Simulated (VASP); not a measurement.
CuAu3, 4 atoms in the cell. Symmetry: Pm-3m, No. 221, cubic system. The conventional cell has a = 3.957 Å, b = 3.957 Å, c = 3.957 Å, α = 90.00°, β = 90.00°, γ = 90.00°. Within 3.7 Å of Cu (site symmetry m-3m) lie 12 Au at 2.80 Å. Au (site symmetry 4/mmm) has 4 Cu at 2.80 Å and 8 Au at 2.80 Å within 3.7 Å. 

| Quantity | Value |
| --- | --- |
| Program | VASP 6.6.1 |
| Task | single point |
| Functional | r2SCAN |
| Potentials or basis | VASP PAW PBE potentials, release 64 (Cu, Au) |
| Cutoff | 520 eV |
| k mesh | 8 × 8 × 8 |
| Occupations | fermi-dirac, width 0.1 eV |
| Spin | no spin polarisation |
| Dipole correction | no |
| Further INCAR settings | ALGO = Normal; EDIFF = 1e-06; NBANDS = 30 |

Potentials or basis: VASP PAW PBE potentials, release 64 (Cu, Au).

The run is started by

```sh
$ cat potpaw_PBE.64/Cu/POTCAR potpaw_PBE.64/Au/POTCAR > POTCAR
$ cp INCAR.step1 INCAR
$ mpirun -np 1 vasp_std > vasp.out
$ cp INCAR.step2 INCAR
$ mpirun -np 1 vasp_std > vasp.out
```

Hardware: 1 thread of Intel Xeon 8259CL, on a shared host.

**Question.** How long does it take, and how much memory?

**Answer.** Wall time 4.4 min on 1 thread of Intel Xeon 8259CL, with other jobs on the host, peak memory 0.21 GiB. Counts: k points 35.
